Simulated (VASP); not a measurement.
Runs of VASP 6.6.1 on ZnWO4. The cell holds an amorphous packing of atoms, 18 atoms: a = 6.331 Å, b = 5.929 Å, c = 6.259 Å, α = 90.59°, β = 90.65°, γ = 87.54°. 

| smearing | gap on the mesh (eV) | pressure (GPa) | largest force (eV/Å) |
| --- | --- | --- | --- |
| fermi-dirac 0.05 eV | (a) | 3.9 | 1.99 |
| fermi-dirac 0.1861 eV | 1.36 | (b) | 4.93 |
| fermi-dirac 0.2585 eV | 1.36 | 6.9 | 5.41 |
| fermi-dirac 0.1034 eV | 2.21 | 1.3 | 2.44 |

Alike in all rows: task single point; level PBE; potentials or basis VASP PAW PBE potentials, release 64 (W_sv, O, Zn); no spin polarisation; cell as given; k mesh 1 × 1 × 1; cutoff (eV) 520.

Q: Estimate the missing entries.

A: (a) 2.92; (b) 10.4.

Caveats: all runs use coarse meshes; spin-orbit coupling is left out, which moves the levels of the heavy elements.

A k mesh can miss the band edges, and the runs leave out spin-orbit coupling on W.
